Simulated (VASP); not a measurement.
Wanted: the native input for a VASP 6.6.1 run.

* Task: single point
* Functional: LDA
* Potentials or basis: VASP PAW LDA potentials, release 64 (Zr_sv, C)
* Cutoff: 520 eV
* k mesh: 16 × 16 × 16
* Occupations: gaussian, width 0.15 eV
* Spin: no spin polarisation
* Dipole correction: no
* Further INCAR settings: ALGO = Normal; EDIFF = 1e-07; NBANDS = 15

The structure of ZrC lies in POSCAR:

```
ZrC
1.0
    0.0000000000      2.3749176240      2.2123505848
    2.3749176240      0.0000000000      2.2123505848
    2.3749176240      2.3749176240      0.0000000000
Zr C
1 1
Direct
    0.5000000000      0.5000000000      0.5000000000
    0.0000000000      0.0000000000      0.0000000000
```

This cell differs from its parent crystal: mode 4 frozen in at +0.000 Å, strain +e along z and -e/2 along x and y -0.0467.

One way to write it, as run:

INCAR

```
PREC = Accurate
ENCUT = 520
EDIFF = 1E-7
ISMEAR = 0
SIGMA = 0.15
LREAL = F
LASPH = T
NELM = 80
ALGO = Normal
ISIF = 2
LWAVE = F
LCHARG = T
GGA = CA
LELF = T
LVHAR = T
NBANDS = 15
```

KPOINTS

```
Automatic mesh
0
Gamma
  16 16 16
```

Potentials or basis: VASP PAW LDA potentials, release 64 (Zr_sv, C).

Run with:

```bash
$ cat potpaw_LDA.64/Zr_sv/POTCAR potpaw_LDA.64/C/POTCAR > POTCAR
$ mpirun -np 1 vasp_std > vasp.out
```

It gave:

```yaml
Pressure: 3.4 GPa
Band_gap_on_the_k_mesh: zero (band 8 reaches 10.75 eV, above the bottom of band 9 at 9.19 eV)
```

Caveat: the cell differs from its parent crystal (mode 4 frozen in at +0.000 Å, strain +e along z and -e/2 along x and y -0.0467).

Wall time 50 s on 1 thread of Intel(R) Xeon(R) Platinum 8559C (Emerald Rapids) (shared host), peak memory 0.23 GiB.
